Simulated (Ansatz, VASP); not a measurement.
ZnS in VASP and in Ansatz

```xyz
2
Lattice="0.0000 2.6945 2.6945 2.6945 0.0000 2.6945 2.6945 2.6945 0.0000" Properties=species:S:1:pos:R:3 pbc="T T T"
Zn    0.0000    0.0000    0.0000
S     3.8296    3.8296    4.0418
```

Alike in both runs: task single point; functional r2SCAN; k mesh 8 × 8 × 8; occupations gaussian, width 0.05 eV; no spin polarisation.

```csv
,VASP,Ansatz
version,VASP 6.6.1,Ansatz 0.2.0
potentials or method,"VASP PAW PBE potentials, release 64 (Zn, S), cutoff 520 eV","scalar-relativistic, plane waves, PAW"
valence electrons in the cell,18,18
```

```csv
,VASP,Ansatz,Ansatz less VASP
gap on the k mesh at the Fermi level (eV),2.66,2.65,-0.010
least direct gap on the mesh (eV),2.66,2.65,-0.010
pressure (GPa),3.4,3.3,-0.14
"traceless stress, the component that is largest in VASP (GPa)",-6.01,-5.92,+0.094
rms of the force components (eV/Å),1.369,1.350,-0.0193
```

VASP's potentials were made for PBE, not for r2SCAN. Atom by atom the forces differ by 0.020 eV/Å (rms over components).
